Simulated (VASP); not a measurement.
Runs of VASP 6.6.1 on ReSb2. The structure is that of space group P4/mmm (No. 123), or close to it. The cells are those of the table. 

```tsv
task	spin	cell	cutoff (eV)	gap on the mesh (eV)	pressure (GPa)
single point	off	a = 3.826, b = 3.826, c = 5.256 Å, 3 atoms	520	none	-0.3
single point	off	a = 4.111, b = 4.111, c = 5.814 Å, 3 atoms	520	none	(a)
single point	collinear, ferromagnetic start	a = 3.826, b = 3.826, c = 5.256 Å, 3 atoms	520	none	-0.1
relaxation of cell and atoms	off	relaxed from a = 4.111, b = 4.111, c = 5.814 Å, 3 atoms	600	none	0.0
```

Alike in all rows: level PBE; potentials or basis VASP PAW PBE potentials, release 64 (Re, Sb); k mesh 4 × 4 × 4; smearing gaussian 0.1 eV.

Question: Fill in the values left out.

Answer: (a) -14.2.

Caveats: all runs use coarse meshes; spin-orbit coupling is left out, which moves the levels of the heavy elements.

A k mesh can miss the band edges, and the runs leave out spin-orbit coupling on Re, Sb.

A gap of «none» marks levels without a gap at the run's occupations.
